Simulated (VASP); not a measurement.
# K3Ag (P1) in VASP: notebook

The runs below take K3Ag through single point, with LDA.

All numbers are computed with VASP 6.6.1; they aren't measurements. Logs are shortened: lines on timing, memory, paths and dates and some standing lists are left out, and cuts for length are marked.

## 1. The cell of the first run

The typed cell holds 4 atoms: a = 5.796 Å, b = 5.760 Å, c = 5.778 Å, α = 88.91°, β = 88.94°, γ = 89.75°.

## 2. Single point, LDA

Input file INCAR:

```
  PREC = Accurate
  ENCUT = 520
  EDIFF = 1E-6
  ISMEAR = -1
  SIGMA = 0.1
  LREAL = False
  LASPH = True
  NELM = 80
  ALGO = Normal
  ISIF = 2
  LWAVE = False
  LCHARG = True
  LELF = True
  LVHAR = True
  NBANDS = 27
```

Input file KPOINTS:

```
Automatic mesh
0
Gamma
  3 3 3
```

Input file POSCAR:

```
K3Ag
1.0
    5.7953387800      0.0124791318      0.0534306509
    0.0124791318      5.7597782459      0.0550379631
    0.0534306509      0.0550379631      5.7775485296
K Ag
3 1
Direct
    0.5016300000      0.0004500000      0.9994000000
    0.9945700000      0.5052300000      0.9954500000
    0.9970100000      0.9971300000      0.5015300000
    0.4999400000      0.4975900000      0.4984600000
```

Potentials or basis: VASP PAW LDA potentials, release 64 (K_sv, Ag).

Run with:

```
$ cat potpaw_LDA.64/K_sv/POTCAR potpaw_LDA.64/Ag/POTCAR > POTCAR
$ mpirun -np 1 vasp_std > vasp.out
```

OUTCAR:

```text
PREC = Accurate
   ENCUT = 520
   EDIFF = 1E-6
   ISMEAR = -1
   LREAL = False
   LASPH = True
   NELM = 80
   ISIF = 2

 ion  position               nearest neighbor table
   1  0.502  0.000  0.999-
   2  0.995  0.505  0.995-
   3  0.997  0.997  0.502-
   4  0.500  0.498  0.498-

  LATTYP: Found a triclinic cell.
 ALAT       =     8.1078262010
 B/A-ratio  =     0.7126518968
 C/A-ratio  =     1.0055830232
 COS(alpha) =     0.0003528836
 COS(beta)  =     0.5061497106
 COS(gamma) =     0.6994380883

  Lattice vectors:

 A1 = (  -5.7419081291,   0.0425588313,   5.7241178787)
 A2 = (   0.0534306509,   0.0550379631,   5.7775485296)
 A3 = (  -5.7828596482,   5.7472991141,   0.0016073122)

Analysis of symmetry for initial positions (statically):
=====================================================================
 Subroutine PRICEL returns:
 Original cell was already a primitive cell.

 Routine SETGRP: Setting up the symmetry group for a
 triclinic supercell.

 Subroutine GETGRP returns: Found  1 space group operations
 (whereof  1 operations were pure point group operations)
 out of a pool of  2 trial point group operations.

The static configuration has the point symmetry C_1 .

Analysis of symmetry for dynamics (positions and initial velocities):
=====================================================================
 Subroutine PRICEL returns:
 Original cell was already a primitive cell.

 Routine SETGRP: Setting up the symmetry group for a
 triclinic supercell.

 Subroutine GETGRP returns: Found  1 space group operations
 (whereof  1 operations were pure point group operations)
 out of a pool of  2 trial point group operations.

The dynamic configuration has the point symmetry C_1 .

 Subroutine INISYM returns: Found  1 space group operations
 (whereof  1 operations are pure point group operations),
 and found     1 'primitive' translations

----------------------------------------------------------------------------------------

                                     Primitive cell

  volume of cell :     192.8190

  direct lattice vectors                    reciprocal lattice vectors
     5.795338780  0.012479132  0.053430651     0.172567921 -0.000358668 -0.001592488
     0.012479132  5.759778246  0.055037963    -0.000358668  0.173634346 -0.001650755
     0.053430651  0.055037963  5.777548530    -0.001592488 -0.001650755  0.173114243

  length of vectors
     5.795598514  5.760054717  5.778057721     0.172575641  0.173642563  0.173129438

  position of ions in fractional coordinates (direct lattice)
     0.501630000  0.000450000  0.999400000
     0.994570000  0.505230000  0.995450000
     0.997010000  0.997130000  0.501530000
     0.499940000  0.497590000  0.498460000

  ion indices of the primitive-cell ions
   primitive index   ion index
                 1           1
                 2           2
                 3           3
                 4           4

----------------------------------------------------------------------------------------

 KPOINTS: Automatic mesh

Automatic generation of k-mesh.
 Grid dimensions read from file:
 generate k-points for:    3    3    3

 Generating k-lattice:

  Cartesian coordinates                     Fractional coordinates (reciprocal lattice)
     0.057522640 -0.000119556 -0.000530829     0.333333333 -0.000000000  0.000000000
    -0.000119556  0.057878115 -0.000550252    -0.000000000  0.333333333 -0.000000000
    -0.000530829 -0.000550252  0.057704748     0.000000000 -0.000000000  0.333333333

  Length of vectors
     0.057525214  0.057880854  0.057709813

  Shift w.r.t. Gamma in fractional coordinates (k-lattice)
     0.000000000  0.000000000  0.000000000

 Subroutine IBZKPT returns following result:
 ===========================================

 Found     14 irreducible k-points:

 Following reciprocal coordinates:
            Coordinates               Weight
  0.000000  0.000000  0.000000      1.000000
  0.333333 -0.000000  0.000000      2.000000
 -0.000000  0.333333  0.000000      2.000000
  0.333333  0.333333  0.000000      2.000000
 -0.333333  0.333333  0.000000      2.000000
  0.000000  0.000000  0.333333      2.000000
  0.333333  0.000000  0.333333      2.000000
 -0.333333  0.000000  0.333333      2.000000
  0.000000  0.333333  0.333333      2.000000
  0.333333  0.333333  0.333333      2.000000
 -0.333333  0.333333  0.333333      2.000000
  0.000000 -0.333333  0.333333      2.000000
  0.333333 -0.333333  0.333333      2.000000
 -0.333333 -0.333333  0.333333      2.000000
   k-points           NKPTS =     14   k-points in BZ     NKDIM =     14   number of bands    NBANDS=     27
   number of dos      NEDOS =    301   number of ions     NIONS =      4
   total plane-waves  NPLWV = 110592
   dimension x,y,z NGX =    48 NGY =   48 NGZ =   48
   dimension x,y,z NGXF=    96 NGYF=   96 NGZF=   96
   ions per type =               3   1
   NGX,Y,Z   is equivalent  to a cutoff of  13.77, 13.85, 13.81 a.u.
   NGXF,Y,Z  is equivalent  to a cutoff of  27.54, 27.71, 27.62 a.u.
 SYSTEM =  unknown system
   PREC   = accura    normal or accurate (medium, high low for compatibility)
   ISTART =      0    job   : 0-new  1-cont  2-samecut
   ICHARG =      2    charge: 1-file 2-atom 10-const
   ISPIN  =      1    spin polarized calculation?
   LNONCOLLINEAR =      F non collinear calculations
   LSORBIT =      F    spin-orbit coupling
   LASPH  =      T    aspherical Exc in radial PAW
   ENCUT  =  520.0 eV  38.22 Ry    6.18 a.u.  10.78 10.71 10.74*2*pi/ulx,y,z
   NELM   =     80;   NELMIN=  2; NELMDL= -5     # of ELM steps
   EDIFF  = 0.1E-05   stopping-criterion for ELM
   LREAL  =      F    real-space projection
   EDIFFG = 0.1E-04   stopping-criterion for IOM
   NSW    =      0    number of steps for IOM
   IBRION =     -1    ionic relax: 0-MD 1-quasi-New 2-CG
   NFREE  =      0    steps in history (QN), initial steepest desc. (CG)
   ISIF   =      2    stress and relaxation
   ISYM   =      2    0-nonsym 1-usesym 2-fastsym
   POTIM  = 0.5000    time-step for ionic-motion
   TEBEG  =    0.0;   TEEND  =   0.0 temperature during run
   PSTRESS=    0.0 pullay stress
   NELECT =      38.0000    total number of electrons
   NUPDOWN=      -1.0000    fix difference up-down
   EMIN   =  10.00;   EMAX   =-10.00  energy-range for DOS
   EFERMI =   0.00;   METHOD = LEGACY
   ISMEAR =    -1;   SIGMA  =   0.10  broadening in eV -4-tet -1-fermi 0-gaus
   EFERMI_NEDOS =   21; number of points for ismear=-14 and -15
   IALGO  =     38    algorithm
   IMIX   =      4    mixing-type and parameters
     AMIX     =   0.40;   BMIX     =  1.00
     AMIX_MAG =   1.60;   BMIX_MAG =  1.00
  volume/ion in A,a.u.               =      48.20       325.30
  Fermi-wavevector in a.u.,A,eV,Ry     =   0.952693  1.800328 12.348962  0.907623
  Thomas-Fermi vector in A             =   2.081279
   LORBIT       =      0    0 simple, 1 ext, 2 COOP (PROOUT), +10 PAW based schemes
   GGA     = CA    functional components
   LHFCALC =     F    Hartree Fock is set to
   AEXX    =    0.0000 exact exchange contribution
   IVDW    =     0    specifies the selected vdW correction
   LEPSILON=     F    determine dielectric tensor
   LRPA    =     F    only Hartree local field effects (RPA)
 non-spin polarized calculation
  energy-cutoff  :      520.00
  volume of cell :      192.82
 maximum number of plane-waves:      5201
 NGX is ok and might be reduce to    48
   NGX = 21   NGY = 21   NGZ = 21

 number of electron      37.9999997 magnetization

 Free energy of the ion-electron system (eV)
  ---------------------------------------------------
  ext. energy  EPLUGINS =         0.00000000
  ---------------------------------------------------
  free energy    TOTEN  =        -6.39039827 eV

  energy without entropy =       -6.30063944  energy(sigma->0) =       -6.34551886

 E-fermi :   0.5803     XC(G=0):  -7.1155

 val. band max:        0.4464094839   @ k =  -0.3333  -0.3333   0.3333
 cond. band min:       0.6722698095   @ k =  -0.3333   0.0000   0.3333
 fundamental gap:      0.2258603256
 Fermi energy:         0.5802727710

 k-point     1 :       0.0000    0.0000    0.0000
  band No.  band energies     occupation
      1     -30.9377      2.00000
      2     -30.9122      2.00000
      3     -30.9086      2.00000
      4     -14.7654      2.00000
      5     -14.7486      2.00000
      6     -14.7398      2.00000
[... 19 lines left out ...]
     26       3.6473      0.00000
     27       3.6733      0.00000

 k-point     2 :       0.3333   -0.0000    0.0000
  band No.  band energies     occupation
      1     -30.9329      2.00000
      2     -30.9135      2.00000
      3     -30.9120      2.00000
      4     -14.7424      2.00000
      5     -14.7210      2.00000
      6     -14.7082      2.00000
[... 19 lines left out ...]
     26       3.8433      0.00000
     27       3.9542      0.00000

 k-point     3 :      -0.0000    0.3333    0.0000
  band No.  band energies     occupation
      1     -30.9316      2.00000
      2     -30.9179      2.00000
      3     -30.9089      2.00000
      4     -14.7388      2.00000
      5     -14.7192      2.00000
      6     -14.7096      2.00000
[... 19 lines left out ...]
     26       3.8395      0.00000
     27       3.9535      0.00000

 k-point     4 :       0.3333    0.3333    0.0000
  band No.  band energies     occupation
      1     -30.9279      2.00000
      2     -30.9174      2.00000
      3     -30.9130      2.00000
      4     -14.7545      2.00000
      5     -14.7030      2.00000
      6     -14.6879      2.00000
[... 19 lines left out ...]
     26       4.0626      0.00000
     27       4.3766      0.00000

 k-point     5 :      -0.3333    0.3333    0.0000
  band No.  band energies     occupation
      1     -30.9277      2.00000
      2     -30.9176      2.00000
      3     -30.9130      2.00000
      4     -14.7502      2.00000
      5     -14.7060      2.00000
      6     -14.6900      2.00000
[... 19 lines left out ...]
     26       4.0306      0.00000
     27       4.4015      0.00000

 k-point     6 :       0.0000    0.0000    0.3333
  band No.  band energies     occupation
      1     -30.9320      2.00000
      2     -30.9170      2.00000
      3     -30.9094      2.00000
      4     -14.7348      2.00000
      5     -14.7258      2.00000
      6     -14.7084      2.00000
[... 19 lines left out ...]
     26       3.8473      0.00000
     27       3.9597      0.00000

 k-point     7 :       0.3333    0.0000    0.3333
  band No.  band energies     occupation
      1     -30.9283      2.00000
      2     -30.9166      2.00000
      3     -30.9134      2.00000
      4     -14.7573      2.00000
      5     -14.7048      2.00000
      6     -14.6837      2.00000
[... 19 lines left out ...]
     26       4.0885      0.00000
     27       4.3722      0.00000

 k-point     8 :      -0.3333    0.0000    0.3333
  band No.  band energies     occupation
      1     -30.9277      2.00000
      2     -30.9173      2.00000
      3     -30.9133      2.00000
      4     -14.7459      2.00000
      5     -14.7050      2.00000
      6     -14.6889      2.00000
[... 19 lines left out ...]
     26       4.0405      0.00000
     27       4.4110      0.00000

 k-point     9 :       0.0000    0.3333    0.3333
  band No.  band energies     occupation
      1     -30.9278      2.00000
      2     -30.9180      2.00000
      3     -30.9124      2.00000
      4     -14.7617      2.00000
      5     -14.7017      2.00000
      6     -14.6888      2.00000
[... 19 lines left out ...]
     26       4.0703      0.00000
     27       4.3615      0.00000

 k-point    10 :       0.3333    0.3333    0.3333
  band No.  band energies     occupation
      1     -30.9259      2.00000
      2     -30.9181      2.00000
      3     -30.9141      2.00000
      4     -14.8089      2.00000
      5     -14.6985      2.00000
      6     -14.6940      2.00000
[... 19 lines left out ...]
     26       4.6992      0.00000
     27       4.7242      0.00000

 k-point    11 :      -0.3333    0.3333    0.3333
  band No.  band energies     occupation
      1     -30.9252      2.00000
      2     -30.9179      2.00000
      3     -30.9150      2.00000
      4     -14.8029      2.00000
      5     -14.7001      2.00000
      6     -14.6936      2.00000
[... 19 lines left out ...]
     26       4.7169      0.00000
     27       4.7763      0.00000

 k-point    12 :       0.0000   -0.3333    0.3333
  band No.  band energies     occupation
      1     -30.9266      2.00000
      2     -30.9196      2.00000
      3     -30.9120      2.00000
      4     -14.7490      2.00000
      5     -14.7017      2.00000
      6     -14.6950      2.00000
[... 19 lines left out ...]
     26       4.0199      0.00000
     27       4.3982      0.00000

 k-point    13 :       0.3333   -0.3333    0.3333
  band No.  band energies     occupation
      1     -30.9244      2.00000
      2     -30.9197      2.00000
      3     -30.9140      2.00000
      4     -14.8020      2.00000
      5     -14.6991      2.00000
      6     -14.6930      2.00000
[... 19 lines left out ...]
     26       4.7339      0.00000
     27       4.7577      0.00000

 k-point    14 :      -0.3333   -0.3333    0.3333
  band No.  band energies     occupation
      1     -30.9241      2.00000
      2     -30.9193      2.00000
      3     -30.9147      2.00000
      4     -14.7986      2.00000
      5     -14.6976      2.00000
      6     -14.6925      2.00000
[... 19 lines left out ...]
     26       4.7532      0.00000
     27       4.7882      0.00000

------------------------ aborting loop because EDIFF is reached ----------------------------------------

  FORCE on cell =-STRESS in cart. coord.  units (eV):
  Direction    XX          YY          ZZ          XY          YZ          ZX
  --------------------------------------------------------------------------------------
  -------------------------------------------------------------------------------------
  Total       -1.2260420     -1.2056493     -1.2094900     -0.0162856     -0.0670619     -0.0609915
  in kB      -10.1874655    -10.0180181    -10.0499315     -0.1353206     -0.5572329     -0.5067928
  external PRESSURE =     -10.0851384 kB  Pullay stress =       0.0000000 kB

 VOLUME and BASIS-vectors are now :
 -----------------------------------------------------------------------------
  energy-cutoff  :      520.00
  volume of cell :      192.82
      direct lattice vectors                 reciprocal lattice vectors
     5.795338780  0.012479132  0.053430651     0.172567921 -0.000358668 -0.001592488
     0.012479132  5.759778246  0.055037963    -0.000358668  0.173634346 -0.001650755
     0.053430651  0.055037963  5.777548530    -0.001592488 -0.001650755  0.173114243

 POSITION                                       TOTAL-FORCE (eV/Angst)
 -----------------------------------------------------------------------------------
      2.96052      0.06386      5.80091        -0.037486      0.018435      0.010491
      5.82336      2.97721      5.83221         0.015499     -0.047625      0.014836
      5.81725      5.78329      3.00576         0.013314      0.022637     -0.030365
      2.93016      2.89968      2.93398         0.008673      0.006553      0.005038
 -----------------------------------------------------------------------------------
    total drift:                                0.000233      0.000067      0.000065

  FREE ENERGIE OF THE ION-ELECTRON SYSTEM (eV)
  ---------------------------------------------------
  free  energy   TOTEN  =        -6.3903982750 eV

  energy  without entropy=       -6.3006394422  energy(sigma->0) =       -6.34551886
```

It took 47 s on 1 thread of AMD EPYC 9R14 (Zen 4), shared host; peak memory 0.25 GiB.

What came out:

```
Free energy            : -6.3904 eV
Pressure               : -1.0 GPa
Largest force          : 0.052 eV/Å
Band gap on the k mesh : zero (band 19 reaches 0.72 eV, above the bottom of band 20 at 0.67 eV)
```

Forces on the atoms (eV/Å):
```
K   -0.037  0.018  0.010
K    0.015 -0.048  0.015
K    0.013  0.023 -0.030
Ag   0.009  0.007  0.005
```

Caveat: the k points lie up to 0.36 Å⁻¹ apart.

## 3. Single point, LDA

This run uses another cell than the first one, of 48.69 Å³/atom, 1.010 times its volume.

Input file INCAR:

```
PREC     = Accurate       # precision mode
ENCUT    = 520            # plane-wave cutoff, eV
EDIFF    = 1E-6           # SCF threshold, eV
ISMEAR   = -1             # smearing method
SIGMA    = 0.1            # smearing width, eV
LREAL    = F              # projectors in reciprocal space
LASPH    = T              # aspherical terms in the spheres
NELM     = 60             # most SCF steps
ALGO     = Normal         # electronic algorithm
ISIF     = 2              # what is computed and relaxed
LWAVE    = F              # write WAVECAR
LCHARG   = F              # write CHGCAR
NBANDS   = 27             # bands
```

Input file KPOINTS:

```
regular mesh
0
Gamma
  3 3 3
```

Input file POSCAR:

```
K3Ag
1.0
    5.8146889696      0.0125207987      0.0536090517
    0.0125207987      5.7790097016      0.0552217306
    0.0536090517      0.0552217306      5.7968393189
K Ag
3 1
Direct
    0.5016300000      0.0004500000      0.9994000000
    0.9945700000      0.5052300000      0.9954500000
    0.9970100000      0.9971300000      0.5015300000
    0.4999400000      0.4975900000      0.4984600000
```

Potentials or basis: VASP PAW LDA potentials, release 64 (K_sv, Ag).

Run with:

```
$ cat potpaw_LDA.64/K_sv/POTCAR potpaw_LDA.64/Ag/POTCAR > POTCAR
$ mpirun -np 1 vasp_std > vasp.out
```

It took 45 s on 1 thread of AMD EPYC 9R14 (Zen 4), shared host; peak memory 0.25 GiB.

The run converged. Its results:

```yaml
Free_energy: -6.3782 eV
Pressure: -1.0 GPa
Largest_force: 0.051 eV/Å
Band_gap_on_the_k_mesh: zero (band 19 reaches 0.69 eV, above the bottom of band 20 at 0.64 eV)
```

Forces in eV/Å, atoms in the order of the input:
```
K   -0.037  0.018  0.010
K    0.015 -0.047  0.015
K    0.013  0.022 -0.030
Ag   0.009  0.006  0.005
```

Stress tensor (GPa, compression positive):
```
-1.05 -0.01 -0.05
-0.01 -1.04 -0.05
-0.05 -0.05 -1.04
```

Levels at points of the mesh, in eV from the Fermi level:
```csv
k point,band 17,band 18,band 19,band 20,band 21,band 22
"(0.00, 0.00, 0.00)",-3.72,-3.01,0.14,1.90,1.93,1.96
```

Caveat: the k points lie up to 0.36 Å⁻¹ apart.
